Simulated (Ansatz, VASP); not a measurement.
# Cd: VASP beside Ansatz

INCAR

```
ALGO = Fast ; EDIFF = 1E-6
ENCUT = 520 ; GGA = PE
ISIF = 2 ; ISMEAR = 0
LASPH = T ; LCHARG = F
LREAL = F ; LWAVE = F
NBANDS = 25 ; NELM = 80
PREC = Accurate ; SIGMA = 0.1
```

Contents of KPOINTS:

```
k-points
0
Gamma
  15 15 6
```

File POSCAR:

```
Cd
1.0
    3.3247709869      0.0000000000      0.0000000000
   -1.6623854934      2.8793361364      0.0000000000
    0.0000000000      0.0000000000      7.2264038508
Cd
3
Direct
    0.0000000000      0.0000000000      0.0000000000
    0.6666666667      0.3333333333      0.3333333333
    0.3333333333      0.6666666667      0.6666666667
```

Input for Ansatz:

```yaml
crystal:
  lattice:
    - [3.3247709869, 0.0, 0.0]
    - [-1.6623854934, 2.8793361364, 0.0]
    - [0.0, 0.0, 7.2264038508]
  atoms:
    - { symbol: Cd, position: [0.0, 0.0, 0.0] }
    - { symbol: Cd, position: [0.6666666667, 0.3333333333, 0.3333333333] }
    - { symbol: Cd, position: [0.3333333333, 0.6666666667, 0.6666666667] }
basis:
  ecutwfc: 420
kpoints:
  mp_grid: { grid: [15, 15, 6] }
hamiltonian:
  xc: pbe
scf:
  occupations: { method: gaussian, width: 0.1 }
output:
  forces: true
  stress: true
  eigenvalues: true
```

Alike in both runs: task single point; functional PBE; k mesh 15 × 15 × 6; occupations gaussian, width 0.1 eV; no spin polarisation.

|  | VASP | Ansatz |
| --- | --- | --- |
| version | VASP 6.6.1 | Ansatz 0.2.0 |
| potentials or method | VASP PAW PBE potentials, release 64 (Cd), cutoff 520 eV | scalar-relativistic, plane waves, PAW |
| valence electrons in the cell | 36 | 60 |

Ansatz gave:

```
gap on the k mesh at the Fermi level (eV)                     : none
pressure (GPa)                                                : -0.1
traceless stress, the component that is largest in VASP (GPa) : 0.18
```

Question: Which values does VASP return?

Answer: gap on the k mesh at the Fermi level (eV): none; pressure (GPa): 0.1; traceless stress, the component that is largest in VASP (GPa): 0.25.

A gap of «none» marks a metal or a gap that the smearing closes. VASP's potentials hold 36 valence electrons a cell and Ansatz's 60, so a difference there can come from the potentials and not from the codes.
